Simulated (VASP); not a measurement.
# Si: single point with PBE+D3(BJ)

The system is Si, a slab with vacuum.

```xyz
4
Lattice="3.8475 0.0000 0.0000 -1.9238 3.3321 0.0000 0.0000 0.0000 18.4416" Properties=species:S:1:pos:R:3 pbc="T T T"
Si    0.0000    2.2214    4.9708
Si    1.9238    1.1107    4.5000
Si   -2.5650    4.4427    9.2916
Si   -0.6413    3.3321    8.8208
```

This cell differs from its parent crystal: layers slid over each other.

```json
{
  "Program": "VASP 6.6.1",
  "Task": "single point",
  "Functional": "PBE",
  "Dispersion": "D3(BJ)",
  "Potentials or basis": "VASP PAW PBE potentials, release 64 (Si)",
  "Cutoff": "520 eV",
  "k mesh": "9 × 9 × 1",
  "Occupations": "gaussian, width 0.1 eV",
  "Spin": "no spin polarisation"
}
```

```json
{"Largest force": "0.181 eV/Å", "Band gap on the k mesh": "0.39 eV", "Dispersion energy per atom": "-0.246 eV"}
```

Forces in eV/Å, atoms in the order of the input:
```
Si  -0.021  0.036  0.176
Si   0.008  0.011  0.029
Si  -0.008 -0.011 -0.029
Si   0.021 -0.036 -0.176
```

Levels at points of the mesh, in eV from the valence-band top:
```csv
k point,band 6,band 7,band 8,band 9,band 10,band 11
"(0.00, 0.00, 0.00)",-0.99,-0.97,-0.96,2.26,2.26,2.44
```

Wall time 3.2 min on 1 thread of Intel(R) Xeon(R) Platinum 8488C (Sapphire Rapids), with other jobs on the host, peak memory 0.39 GiB.

Caveat: the cell differs from its parent crystal (layers slid over each other).
